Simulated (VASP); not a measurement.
# InP (F-43m) in VASP: notebook

Runs on InP. Level: PBEsol. Tasks: single point, relaxation of cell and atoms.

All numbers are computed with VASP 6.6.1; they aren't measurements. Logs are shortened: lines on timing, memory, paths and dates and some standing lists are left out, and cuts for length are marked.

## 1. The cell of the first run

It takes space group F-43m (No. 216, cubic). The conventional cell has a = 5.904 Å, b = 5.904 Å, c = 5.904 Å, α = 90.00°, β = 90.00°, γ = 90.00°. In (site symmetry -43m) has 4 P at 2.56 Å within 3.4 Å. P (site symmetry -43m) has 4 In at 2.56 Å within 3.4 Å.

## 2. Single point, PBEsol

INCAR reads:

```
PREC = Accurate ; ENCUT = 500
EDIFF = 1E-6 ; ISMEAR = 0
SIGMA = 0.1 ; LREAL = False
LASPH = True ; NELM = 120
ALGO = Normal ; ISIF = 2
LWAVE = False ; LCHARG = True
GGA = PS ; LELF = True
LVHAR = True ; NBANDS = 16
GGA_COMPAT = False
```

KPOINTS reads:

```
Automatic mesh
0
Gamma
  6 6 6
```

POSCAR reads:

```
InP
1.0
    0.0000000000      2.9519763900      2.9519763900
    2.9519763900      0.0000000000      2.9519763900
    2.9519763900      2.9519763900      0.0000000000
In P
1 1
Direct
    0.0000000000      0.0000000000      0.0000000000
    0.7500000000      0.7500000000      0.7500000000
```

Potentials or basis: VASP PAW PBE potentials, release 64 (In_d, P).

Launch:

```sh
> cat potpaw_PBE.64/In_d/POTCAR potpaw_PBE.64/P/POTCAR > POTCAR
> mpirun -np 1 vasp_std > vasp.out
```

OUTCAR:

```text
PREC = Accurate
   ENCUT = 500
   EDIFF = 1E-6
   ISMEAR = 0
   LREAL = False
   LASPH = True
   NELM = 120
   ISIF = 2
   GGA = PS

 ion  position               nearest neighbor table
   1  0.000  0.000  0.000-   2 2.56   2 2.56   2 2.56   2 2.56
   2  0.750  0.750  0.750-   1 2.56   1 2.56   1 2.56   1 2.56

  LATTYP: Found a face centered cubic cell.
 ALAT       =     5.9039527800

  Lattice vectors:

 A1 = (   0.0000000000,   2.9519763900,   2.9519763900)
 A2 = (   2.9519763900,   0.0000000000,   2.9519763900)
 A3 = (   2.9519763900,   2.9519763900,   0.0000000000)

Analysis of symmetry for initial positions (statically):
=====================================================================
 Subroutine PRICEL returns:
 Original cell was already a primitive cell.

 Routine SETGRP: Setting up the symmetry group for a
 face centered cubic supercell.

 Subroutine GETGRP returns: Found 24 space group operations
 (whereof 24 operations were pure point group operations)
 out of a pool of 48 trial point group operations.

The static configuration has the point symmetry T_d .

Analysis of symmetry for dynamics (positions and initial velocities):
=====================================================================
 Subroutine PRICEL returns:
 Original cell was already a primitive cell.

 Routine SETGRP: Setting up the symmetry group for a
 face centered cubic supercell.

 Subroutine GETGRP returns: Found 24 space group operations
 (whereof 24 operations were pure point group operations)
 out of a pool of 48 trial point group operations.

The dynamic configuration has the point symmetry T_d .

 Subroutine INISYM returns: Found 24 space group operations
 (whereof 24 operations are pure point group operations),
 and found     1 'primitive' translations

----------------------------------------------------------------------------------------

                                     Primitive cell

  volume of cell :      51.4480

  direct lattice vectors                    reciprocal lattice vectors
     0.000000000  2.951976390  2.951976390    -0.169378048  0.169378048  0.169378048
     2.951976390  0.000000000  2.951976390     0.169378048 -0.169378048  0.169378048
     2.951976390  2.951976390  0.000000000     0.169378048  0.169378048 -0.169378048

  length of vectors
     4.174725047  4.174725047  4.174725047     0.293371386  0.293371386  0.293371386

  position of ions in fractional coordinates (direct lattice)
     0.000000000  0.000000000  0.000000000
[... 68 lines left out ...]
   NELM   =    120;   NELMIN=  2; NELMDL= -5     # of ELM steps
   EDIFF  = 0.1E-05   stopping-criterion for ELM
   LREAL  =      F    real-space projection
   EDIFFG = 0.1E-04   stopping-criterion for IOM
   NSW    =      0    number of steps for IOM
   IBRION =     -1    ionic relax: 0-MD 1-quasi-New 2-CG
   NFREE  =      0    steps in history (QN), initial steepest desc. (CG)
   ISIF   =      2    stress and relaxation
   ISYM   =      2    0-nonsym 1-usesym 2-fastsym
   POTIM  = 0.5000    time-step for ionic-motion
   TEBEG  =    0.0;   TEEND  =   0.0 temperature during run
   PSTRESS=    0.0 pullay stress
   NELECT =      18.0000    total number of electrons
   NUPDOWN=      -1.0000    fix difference up-down
   EMIN   =  10.00;   EMAX   =-10.00  energy-range for DOS
   EFERMI =   0.00;   METHOD = LEGACY
   ISMEAR =     0;   SIGMA  =   0.10  broadening in eV -4-tet -1-fermi 0-gaus
   EFERMI_NEDOS =   21; number of points for ismear=-14 and -15
   IALGO  =     38    algorithm
   IMIX   =      4    mixing-type and parameters
     AMIX     =   0.40;   BMIX     =  1.00
     AMIX_MAG =   1.60;   BMIX_MAG =  1.00
  volume/ion in A,a.u.               =      25.72       173.59
  Fermi-wavevector in a.u.,A,eV,Ry     =   1.153567  2.179925 18.105499  1.330717
  Thomas-Fermi vector in A             =   2.290210
   LORBIT       =      0    0 simple, 1 ext, 2 COOP (PROOUT), +10 PAW based schemes
   GGA     = PS    functional components
   LHFCALC =     F    Hartree Fock is set to
   AEXX    =    0.0000 exact exchange contribution
   IVDW    =     0    specifies the selected vdW correction
   LEPSILON=     F    determine dielectric tensor
   LRPA    =     F    only Hartree local field effects (RPA)
 non-spin polarized calculation
 Gauss-broadening in eV      SIGMA  =   0.10
  energy-cutoff  :      500.00
  volume of cell :       51.45
 maximum number of plane-waves:      1315
   NGX = 15   NGY = 15   NGZ = 15

 number of electron      17.9999997 magnetization

 Free energy of the ion-electron system (eV)
  ---------------------------------------------------
  ext. energy  EPLUGINS =         0.00000000
  ---------------------------------------------------
  free energy    TOTEN  =        -9.14130680 eV

  energy without entropy =       -9.14130482  energy(sigma->0) =       -9.14130581

 E-fermi :   5.1192     XC(G=0):  -9.3805

 val. band max:        4.8615551290   @ k =   0.0000   0.0000   0.0000
 cond. band min:       5.3560371195   @ k =   0.0000   0.0000   0.0000
 fundamental gap:      0.4944819905
 Fermi energy:         5.1191587806

 k-point     1 :       0.0000    0.0000    0.0000
  band No.  band energies     occupation
      1      -9.2525      2.00000
      2      -9.2525      2.00000
      3      -9.2525      2.00000
      4      -9.1089      2.00000
      5      -9.1089      2.00000
      6      -6.5384      2.00000
[... 281 lines left out ...]
      3      -9.1614      2.00000
      4      -9.1358      2.00000
      5      -9.0883      2.00000
      6      -4.1635      2.00000
[... 8 lines left out ...]
     15      16.0157      0.00000
     16      16.6900      0.00000

------------------------ aborting loop because EDIFF is reached ----------------------------------------

  FORCE on cell =-STRESS in cart. coord.  units (eV):
  Direction    XX          YY          ZZ          XY          YZ          ZX
  --------------------------------------------------------------------------------------
  -------------------------------------------------------------------------------------
  Total       -0.2786199     -0.2786199     -0.2786199      0.0000000      0.0000000      0.0000000
  in kB       -8.6766904     -8.6766904     -8.6766904      0.0000000      0.0000000      0.0000000
  external PRESSURE =      -8.6766904 kB  Pullay stress =       0.0000000 kB

 VOLUME and BASIS-vectors are now :
 -----------------------------------------------------------------------------
  energy-cutoff  :      500.00
  volume of cell :       51.45
      direct lattice vectors                 reciprocal lattice vectors
     0.000000000  2.951976390  2.951976390    -0.169378048  0.169378048  0.169378048
     2.951976390  0.000000000  2.951976390     0.169378048 -0.169378048  0.169378048
     2.951976390  2.951976390  0.000000000     0.169378048  0.169378048 -0.169378048

 POSITION                                       TOTAL-FORCE (eV/Angst)
 -----------------------------------------------------------------------------------
      0.00000      0.00000      0.00000         0.000000      0.000000      0.000000
      4.42796      4.42796      4.42796        -0.000000     -0.000000     -0.000000
 -----------------------------------------------------------------------------------
    total drift:                               -0.000000     -0.000000      0.000000

  FREE ENERGIE OF THE ION-ELECTRON SYSTEM (eV)
  ---------------------------------------------------
  free  energy   TOTEN  =        -9.1413068018 eV

  energy  without entropy=       -9.1413048183  energy(sigma->0) =       -9.14130581
```

OSZICAR:

```text
N       E                     dE             d eps       ncg     rms          rms(c)
DAV:   1     0.111942400874E+03    0.11194E+03   -0.83726E+03   512   0.122E+03
DAV:   2    -0.188670198598E+01   -0.11383E+03   -0.10816E+03   576   0.296E+02
DAV:   3    -0.934093090715E+01   -0.74542E+01   -0.74179E+01   696   0.744E+01
DAV:   4    -0.953357833622E+01   -0.19265E+00   -0.19260E+00   624   0.131E+01
DAV:   5    -0.954193341090E+01   -0.83551E-02   -0.83549E-02   776   0.235E+00    0.528E+00
DAV:   6    -0.917681689943E+01    0.36512E+00   -0.56871E-01   816   0.131E+01    0.309E+00
DAV:   7    -0.914355427943E+01    0.33263E-01   -0.13186E-01   752   0.322E+00    0.109E+00
DAV:   8    -0.914097762227E+01    0.25767E-02   -0.13905E-02   648   0.134E+00    0.292E-01
DAV:   9    -0.914122068986E+01   -0.24307E-03   -0.11611E-03   672   0.370E-01    0.139E-01
DAV:  10    -0.914127898512E+01   -0.58295E-04   -0.14901E-04   760   0.140E-01    0.870E-02
DAV:  11    -0.914130750055E+01   -0.28515E-04   -0.41061E-05   576   0.694E-02    0.275E-02
DAV:  12    -0.914130680176E+01    0.69879E-06   -0.44816E-06   624   0.238E-02
   1 F= -.91413068E+01 E0= -.91413058E+01  d E =-.198350E-05
```

stdout:

```text
POSCAR found type information on POSCAR InP
 POSCAR found :  2 types and       2 ions
 scaLAPACK will be used
 -----------------------------------------------------------------------------
|                                                                             |
|                                                                             |
|     You enforced a specific xc type in the INCAR file but a different       |
|     I HOPE YOU KNOW WHAT YOU ARE DOING!                                     |
|                                                                             |
 -----------------------------------------------------------------------------

 LDA part: xc-table for (Slater+PW92), standard interpolation
 POSCAR, INCAR and KPOINTS ok, starting setup
 FFT: planning ... GRIDC
 FFT: planning ... GRID_SOFT
 FFT: planning ... GRID
 WAVECAR not read
 entering main loop
```

Wall time 13 s (1 thread of Intel Xeon Platinum 8559C (Emerald Rapids), shared host); peak memory 0.17 GiB.

Results:

```
Free energy            : -9.1413 eV
Pressure               : -0.9 GPa
Band gap on the k mesh : 0.49 eV, direct
```

Levels at points of the mesh, in eV from the valence-band top:
```
           k point  band 7  band 8  band 9  band 10  band 11  band 12
(0.00, 0.00, 0.00)    0.00    0.00    0.00     0.49     4.01     4.01
(0.50, 0.00, 0.00)   -5.69   -0.95   -0.95     1.34     4.73     4.73
(0.50, 0.50, 0.00)   -5.73   -2.28   -2.28     1.66     2.16     8.96
```

Caveat: the PAW data sets were made with another functional, which shifts forces and pressure a little; spin-orbit coupling is left out, which moves the levels of the heavy elements. Expect the measured gap to be larger: semilocal functionals such as PBEsol lack the derivative discontinuity.

## 3. Single point, PBEsol

This run uses another cell than the first one, of 25.39 Å³/atom, 0.987 times its volume.

INCAR reads:

```
SYSTEM = InP
ALGO = Normal ; EDIFF = 1E-7
ENCUT = 520 ; GGA = PS
ISIF = 2 ; ISMEAR = 0
LASPH = .True. ; LCHARG = .True.
LELF = .True. ; LREAL = .False.
LVHAR = .True. ; LWAVE = .False.
NBANDS = 16 ; NELM = 80
PREC = Accurate ; SIGMA = 0.02
```

KPOINTS reads:

```
k-points
0
Gamma
  10 10 10
  0 0 0
```

POSCAR reads:

```
InP
1.0
    0.0000000000      2.9392576363      2.9392576363
    2.9392576363      0.0000000000      2.9392576363
    2.9392576363      2.9392576363      0.0000000000
In P
1 1
Direct
    0.0000000000      0.0000000000      0.0000000000
    0.7500000000      0.7500000000      0.7500000000
```

Potentials or basis: VASP PAW PBE potentials, release 64 (In_d, P).

Launch:

```sh
> cat potpaw_PBE.64/In_d/POTCAR potpaw_PBE.64/P/POTCAR > POTCAR
> mpirun -np 1 vasp_std > vasp.out
```

OUTCAR:

```text
SYSTEM = InP
   EDIFF = 1E-7
   ENCUT = 520
   GGA = PS
   ISIF = 2
   ISMEAR = 0
   LASPH = .True.
   LREAL = .False.
   NELM = 80
   PREC = Accurate

 ion  position               nearest neighbor table
   1  0.000  0.000  0.000-   2 2.55   2 2.55   2 2.55   2 2.55
   2  0.750  0.750  0.750-   1 2.55   1 2.55   1 2.55   1 2.55

  LATTYP: Found a face centered cubic cell.
 ALAT       =     5.8785152726

  Lattice vectors:

 A1 = (   0.0000000000,   2.9392576363,   2.9392576363)
 A2 = (   2.9392576363,   0.0000000000,   2.9392576363)
 A3 = (   2.9392576363,   2.9392576363,   0.0000000000)

Analysis of symmetry for initial positions (statically):
=====================================================================
 Subroutine PRICEL returns:
 Original cell was already a primitive cell.

 Routine SETGRP: Setting up the symmetry group for a
 face centered cubic supercell.

 Subroutine GETGRP returns: Found 24 space group operations
 (whereof 24 operations were pure point group operations)
 out of a pool of 48 trial point group operations.

The static configuration has the point symmetry T_d .

Analysis of symmetry for dynamics (positions and initial velocities):
[... 162 lines left out ...]
 cond. band min:       5.5604599721   @ k =   0.0000   0.0000   0.0000
 fundamental gap:      0.5671380679
 Fermi energy:         5.0984659282

 k-point     1 :       0.0000    0.0000    0.0000
  band No.  band energies     occupation
      1      -9.1367      2.00000
      2      -9.1367      2.00000
      3      -9.1367      2.00000
      4      -8.9864      2.00000
      5      -8.9864      2.00000
      6      -6.4932      2.00000
[... 433 lines left out ...]
      3      -9.0579      2.00000
      4      -9.0214      2.00000
      5      -8.9602      2.00000
      6      -4.8276      2.00000
[... 8 lines left out ...]
     15      15.5812      0.00000
     16      17.5789      0.00000

 [... further k-points ...]

------------------------ aborting loop because EDIFF is reached ----------------------------------------

  FORCE on cell =-STRESS in cart. coord.  units (eV):
  Direction    XX          YY          ZZ          XY          YZ          ZX
  --------------------------------------------------------------------------------------
  -------------------------------------------------------------------------------------
  Total       -0.0067994     -0.0067994     -0.0067994      0.0000000      0.0000000     -0.0000000
  in kB       -0.2145061     -0.2145061     -0.2145061      0.0000000      0.0000000     -0.0000000
  external PRESSURE =      -0.2145061 kB  Pullay stress =       0.0000000 kB

 VOLUME and BASIS-vectors are now :
 -----------------------------------------------------------------------------
  energy-cutoff  :      520.00
  volume of cell :       50.79
      direct lattice vectors                 reciprocal lattice vectors
     0.000000000  2.939257636  2.939257636    -0.170110981  0.170110981  0.170110981
     2.939257636  0.000000000  2.939257636     0.170110981 -0.170110981  0.170110981
     2.939257636  2.939257636  0.000000000     0.170110981  0.170110981 -0.170110981

 POSITION                                       TOTAL-FORCE (eV/Angst)
 -----------------------------------------------------------------------------------
      0.00000      0.00000      0.00000         0.000000      0.000000      0.000000
      4.40889      4.40889      4.40889        -0.000000     -0.000000     -0.000000
 -----------------------------------------------------------------------------------
    total drift:                                0.000000      0.000000      0.000000

  FREE ENERGIE OF THE ION-ELECTRON SYSTEM (eV)
  ---------------------------------------------------
  free  energy   TOTEN  =        -9.1567240924 eV

  energy  without entropy=       -9.1567240924  energy(sigma->0) =       -9.15672409
```

OSZICAR:

```text
N       E                     dE             d eps       ncg     rms          rms(c)
DAV:   1     0.112275667362E+03    0.11228E+03   -0.83816E+03  1512   0.124E+03
DAV:   2    -0.182339021971E+01   -0.11410E+03   -0.10912E+03  1672   0.301E+02
DAV:   3    -0.935782781320E+01   -0.75344E+01   -0.75010E+01  1928   0.765E+01
DAV:   4    -0.954910025969E+01   -0.19127E+00   -0.19121E+00  1896   0.130E+01
DAV:   5    -0.955780604838E+01   -0.87058E-02   -0.87053E-02  2192   0.244E+00    0.539E+00
DAV:   6    -0.919286050848E+01    0.36495E+00   -0.56882E-01  2408   0.132E+01    0.315E+00
DAV:   7    -0.915911059612E+01    0.33750E-01   -0.13446E-01  2232   0.328E+00    0.111E+00
DAV:   8    -0.915642966891E+01    0.26809E-02   -0.14010E-02  1872   0.136E+00    0.300E-01
DAV:   9    -0.915663336687E+01   -0.20370E-03   -0.11048E-03  1936   0.366E-01    0.138E-01
DAV:  10    -0.915669585335E+01   -0.62486E-04   -0.15999E-04  2264   0.152E-01    0.876E-02
DAV:  11    -0.915672481289E+01   -0.28960E-04   -0.43950E-05  1808   0.723E-02    0.318E-02
DAV:  12    -0.915672401110E+01    0.80179E-06   -0.46306E-06  1784   0.216E-02    0.932E-03
DAV:  13    -0.915672409237E+01   -0.81277E-07   -0.72253E-07  1944   0.415E-03
   1 F= -.91567241E+01 E0= -.91567241E+01  d E =-.336088E-16
```

Run time: 70 s. Hardware: 1 thread of Intel Xeon 8259CL, shared host; peak memory 0.19 GiB.

Results:

| Quantity | Value |
| --- | --- |
| Free energy | -9.1567 eV |
| Pressure | 0.0 GPa |
| Band gap on the k mesh | 0.57 eV, direct |

Caveat: the PAW data sets were made with another functional, which shifts forces and pressure a little; spin-orbit coupling is left out, which moves the levels of the heavy elements.

## 4. Relaxation of cell and atoms, PBEsol

INCAR reads:

```
PREC = Accurate
ENCUT = 600
EDIFF = 1E-6
ISMEAR = 0
SIGMA = 0.02
LREAL = F
LASPH = T
NELM = 80
ALGO = Normal
ISIF = 3
LWAVE = F
LCHARG = F
GGA = PS
IBRION = 2
NSW = 100
EDIFFG = -0.005
```

KPOINTS reads:

```
regular mesh
0
Gamma
  10 10 10
```

POSCAR reads:

```
InP
1.0
    0.0000000000      2.9519763900      2.9519763900
    2.9519763900      0.0000000000      2.9519763900
    2.9519763900      2.9519763900      0.0000000000
In P
1 1
Direct
    0.0000000000      0.0000000000      0.0000000000
    0.7500000000      0.7500000000      0.7500000000
```

Launch:

```sh
> cat potpaw_PBE.64/In_d/POTCAR potpaw_PBE.64/P/POTCAR > POTCAR
> mpirun -np 1 vasp_std > vasp.out
```

Run time: 3 min. Hardware: 1 thread of Intel Xeon 8259CL, shared host; peak memory 0.24 GiB.

The run converged. Its results:

```yaml
Free_energy: -9.1571 eV
Relaxed_volume: 25.40 Å³/atom
Relaxed_cell: a = 4.157 Å, b = 4.157 Å, c = 4.157 Å, α = 60.00°, β = 60.00°, γ = 60.00°
Space_group_after_relaxing_to_0.05_Å: F-43m (No. 216)
Energy_gained_by_relaxing: 0.8 meV/atom
Ionic_steps: 3
Pressure_after_relaxing: 0.0 GPa
Band_gap_on_the_k_mesh: 0.57 eV, direct
```

Step by step:
```csv
step,energy change (eV),largest force (eV/Å),pressure (GPa),volume (Å³)
1,0.0000,0.0000,-0.83,51.45
2,-0.0012,0.0000,0.45,50.47
3,-0.0017,0.0000,0.02,50.80
```

Final structure:
```xyz
2
Lattice="0.0000 2.9395 2.9395 2.9395 0.0000 2.9395 2.9395 2.9395 0.0000" Properties=species:S:1:pos:R:3 pbc="T T T"
In    0.0000    0.0000    0.0000
P     4.4093    4.4093    4.4093
```

Levels at points of the mesh, in eV from the valence-band top:
| k point | band 7 | band 8 | band 9 | band 10 | band 11 | band 12 |
| --- | --- | --- | --- | --- | --- | --- |
| (0.00, 0.00, 0.00) | 0.00 | 0.00 | 0.00 | 0.57 | 4.02 | 4.02 |
| (0.50, 0.00, 0.00) | -5.75 | -0.97 | -0.97 | 1.38 | 4.74 | 4.74 |
| (0.50, 0.50, 0.00) | -5.78 | -2.32 | -2.32 | 1.65 | 2.17 | 9.04 |

Caveat: the PAW data sets were made with another functional, which shifts forces and pressure a little; spin-orbit coupling is left out, which moves the levels of the heavy elements.

## 5. The runs side by side

| task | cell | k mesh | cutoff (eV) | smearing | gap on the mesh (eV) | pressure (GPa) |
| --- | --- | --- | --- | --- | --- | --- |
| single point | a = 4.175 Å, angles 60.0°, 2 atoms | 6 × 6 × 6 | 500 | gaussian 0.1 eV | 0.49 | -0.9 |
| single point | a = 4.157 Å, angles 60.0°, 2 atoms | 10 × 10 × 10 | 520 | gaussian 0.02 eV | 0.57 | 0.0 |
| relaxation of cell and atoms | relaxed from a = 4.175 Å, angles 60.0°, 2 atoms | 10 × 10 × 10 | 600 | gaussian 0.02 eV | 0.57 | 0.0 |

Alike in all rows: level PBEsol; potentials or basis VASP PAW PBE potentials, release 64 (In_d, P); no spin polarisation.

Caveats: the PAW data sets were made with another functional, which shifts forces and pressure a little; spin-orbit coupling is left out, which moves the levels of the heavy elements.

Absolute energies hang on the potentials; compare differences alone.
